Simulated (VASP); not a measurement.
# Na: electric field gradients with PBEsol

The system is Na.

```
CELL_PARAMETERS angstrom
-2.10403 2.10403 2.10403
2.10403 -2.10403 2.10403
2.10403 2.10403 -2.10403
ATOMIC_POSITIONS crystal
Na 0.00000 0.00000 0.00000
```

```
Program                : VASP 6.6.1
Task                   : electric field gradients
Functional             : PBEsol
Potentials or basis    : VASP PAW PBE potentials, release 64 (Na_pv)
Cutoff                 : 400 eV
k mesh                 : 12 × 12 × 12
Occupations            : fermi-dirac, width 0.05 eV
Spin                   : no spin polarisation
Dipole correction      : no
Further INCAR settings : ALGO = Normal; EDIFF = 1e-08; NBANDS = 10
```

- Pressure: -0.4 GPa

Levels at points of the mesh, in eV from the Fermi level:
```
           k point  band 1  band 2  band 3  band 4  band 5  band 6
(0.00, 0.00, 0.00)  -24.75  -24.75  -24.75   -3.23   11.74   11.74
(0.50, 0.00, 0.00)  -24.79  -24.76  -24.75    0.78    1.26    8.22
(0.50, 0.50, 0.50)  -24.78  -24.78  -24.78    4.54    4.54    4.91
```

Run time: 15 s on 1 thread of AMD EPYC 7R43 64-Core Processor (Zen 3) (shared host), peak memory 0.1 GiB.

Caveat: without QUAD_EFG the Cq values of the log hold for a quadrupole moment of 1 mb, not for the nuclei; the PAW data sets were made with another functional, which shifts forces and pressure a little.
